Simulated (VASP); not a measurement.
Runs of VASP 6.6.1 on W. The structure is that of space group Im-3m (No. 229), or close to it. The cells are those of the table. 

| task | cell | k mesh | cutoff (eV) | smearing | gap on the mesh (eV) | pressure (GPa) |
| --- | --- | --- | --- | --- | --- | --- |
| single point | a = 2.758 Å, angles 109.5°, 1 atom | 14 × 14 × 14 | 520 | fermi-dirac 0.1 eV | none | (b) |
| relaxation of cell and atoms | relaxed from a = 2.741 Å, angles 109.5°, 1 atom | 14 × 14 × 14 | 600 | fermi-dirac 0.1 eV | none | 0.0 |
| single point | a = 2.758 Å, angles 109.5°, 1 atom | 15 × 15 × 15 | 520 | fermi-dirac 0.1 eV | none | 0.4 |
| single point | a = 2.758 Å, angles 109.5°, 1 atom | 14 × 14 × 14 | 520 | methfessel-paxton 0.01 eV | none | 0.8 |
| single point | a = 2.758 Å, angles 109.5°, 1 atom | 14 × 14 × 14 | 520 | fermi-dirac 0.3 eV | none | 0.8 |
| single point | a = 2.720 Å, angles 109.5°, 1 atom | 23 × 23 × 23 | 520 | fermi-dirac 0.1 eV | none | (a) |
| single point | a = 2.758 Å, angles 109.5°, 1 atom | 14 × 14 × 14 | 520 | gaussian 1 eV | none | 1.3 |
| single point | a = 2.758 Å, angles 109.5°, 1 atom | 14 × 14 × 14 | 520 | gaussian 0.01 eV | none | 0.8 |
| single point | a = 2.794 Å, angles 109.5°, 1 atom | 23 × 23 × 23 | 520 | fermi-dirac 0.1 eV | none | -10.8 |
| single point | a = 2.758 Å, angles 109.5°, 1 atom | 2 × 2 × 2 | 520 | fermi-dirac 0.1 eV | none | 11.6 |
| single point | a = 2.758 Å, angles 109.5°, 1 atom | 11 × 11 × 11 | 520 | fermi-dirac 0.1 eV | none | 0.6 |

Alike in all rows: level PBE; potentials or basis VASP PAW PBE potentials, release 64 (W_sv); no spin polarisation.

Task: Estimate the missing entries.

Result: (a) 13.9; (b) 0.5.

Caveats: some runs use coarse meshes; spin-orbit coupling is left out, which moves the levels of the heavy elements.

A k mesh can miss the band edges, and the runs leave out spin-orbit coupling on W.

A gap of «none» marks levels without a gap at the run's occupations.
